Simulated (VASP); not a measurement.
Runs of VASP 6.6.1 on PbS. It takes space group Cmc2_1 (No. 36, orthorhombic). The conventional cell has a = 4.114 Å, b = 7.132 Å, c = 7.560 Å, α = 90.00°, β = 90.00°, γ = 90.00°. Pb (site symmetry m) has 6 S at 2.84 to 3.26 Å within 3.7 Å. S (site symmetry m) has 6 Pb at 2.84 to 3.26 Å within 3.7 Å. 

| k mesh | gap on the mesh (eV) | pressure (GPa) | largest force (eV/Å) |
| --- | --- | --- | --- |
| 6 × 6 × 4 | 0.34 | -3.3 | 0.06 |
| 12 × 12 × 4 | 0.34 | -3.3 | 0.06 |
| 6 × 6 × 2 | 0.34 | -3.3 | 0.08 |
| 3 × 3 × 2 | 0.72 | (b) | 0.18 |
| 3 × 3 × 1 | (a) | -2.5 | 0.37 |

Alike in all rows: task single point; level LDA; potentials or basis VASP PAW LDA potentials, release 64 (Pb_d, S); no spin polarisation; cell as given; cutoff (eV) 520; smearing gaussian 0.01 eV.

**Question.** Fill in the values left out.

**Answer.** (a) 0.67; (b) -3.5.

Caveats: some runs use coarse meshes; spin-orbit coupling is left out, which moves the levels of the heavy elements.

A k mesh can miss the band edges, and the runs leave out spin-orbit coupling on Pb.
